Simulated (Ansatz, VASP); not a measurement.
# One calculation of TePb, two programs

The input POSCAR:

```
TePb
1.0
    0.0000000000      3.2678368520      3.2678368520
    3.2678368520      0.0000000000      3.2678368520
    3.2678368520      3.2678368520      0.0000000000
Pb Te
1 1
Direct
    0.0000000000      0.0000000000      0.0000000000
    0.5000000000      0.5000000000      0.5000000000
```

The input INCAR.step1:

```
SYSTEM = TePb
ALGO     = Normal         ! electronic algorithm
EDIFF    = 1E-4           ! SCF threshold, eV
ENCUT    = 520            ! plane-wave cutoff, eV
GGA      = PE             ! functional
ISMEAR   = 0              ! smearing method
LASPH    = .True.         ! aspherical terms in the spheres
LCHARG   = .False.        ! write CHGCAR
LREAL    = .False.        ! projectors in reciprocal space
LWAVE    = .True.         ! write WAVECAR
NBANDS   = 17             ! bands
NELM     = 80             ! most SCF steps
PREC     = Accurate       ! precision mode
SIGMA    = 0.01           ! smearing width, eV
```

The input INCAR.step2:

```
SYSTEM = TePb
ALGO     = Normal         ! electronic algorithm
EDIFF    = 1E-7           ! SCF threshold, eV
ENCUT    = 520            ! plane-wave cutoff, eV
ISIF     = 2              ! what is computed and relaxed
ISMEAR   = 0              ! smearing method
ISTART   = 1            
LASPH    = .True.         ! aspherical terms in the spheres
LCHARG   = .False.        ! write CHGCAR
LMIXTAU  = .True.       
LREAL    = .False.        ! projectors in reciprocal space
LWAVE    = .False.        ! write WAVECAR
METAGGA  = R2SCAN         ! meta-GGA
NBANDS   = 17             ! bands
NELM     = 80             ! most SCF steps
PREC     = Accurate       ! precision mode
SIGMA    = 0.01           ! smearing width, eV
```

Contents of KPOINTS:

```
k-points
0
Gamma
  8 8 8
  0 0 0
```

Input for Ansatz:

```yaml
crystal:
  lattice:
    - [0.0, 3.267836852, 3.267836852]
    - [3.267836852, 0.0, 3.267836852]
    - [3.267836852, 3.267836852, 0.0]
  atoms:
    - { symbol: Pb, position: [0.0, 0.0, 0.0] }
    - { symbol: Te, position: [0.5, 0.5, 0.5] }
kpoints:
  mp_grid: { grid: [8, 8, 8] }
  band_path:
    path:
      - [0.0, 0.0, 0.0]
      - [0.5, 0.0, 0.5]
      - [0.625, 0.25, 0.625]
      - [0.375, 0.375, 0.75]
      - [0.5, 0.5, 0.5]
      - [0.5, 0.25, 0.75]
      - [0.0, 0.0, 0.5]
    npoints: 1
hamiltonian:
  xc: r2scan
scf:
  occupations: { method: fixed }
  n_extra_bands: 4
output:
  forces: true
  stress: true
  eigenvalues: true
```

Alike in both runs: task single point; functional r2SCAN; k mesh 8 × 8 × 8; no spin polarisation.

|  | VASP | Ansatz |
| --- | --- | --- |
| version | VASP 6.6.1 | Ansatz 0.2.0 |
| potentials or method | VASP PAW PBE potentials, release 64 (Pb_d, Te) | plane waves, PAW |
| plane-wave cutoff (eV) | 520 | 500 |
| occupations | gaussian, width 0.01 eV | fixed |
| valence electrons in the cell | 20 | 30 |

|  | VASP | Ansatz | Ansatz less VASP |
| --- | --- | --- | --- |
| gap on the k mesh at the Fermi level (eV) | 1.09 | 1.09 | -0.004 |
| pressure (GPa) | 0.0 | 0.0 | +0.01 |

VASP's potentials were made for PBE, not for r2SCAN. VASP's potentials hold 20 valence electrons a cell and Ansatz's 30, so a difference there can come from the potentials and not from the codes.

Spin-orbit coupling is off throughout.
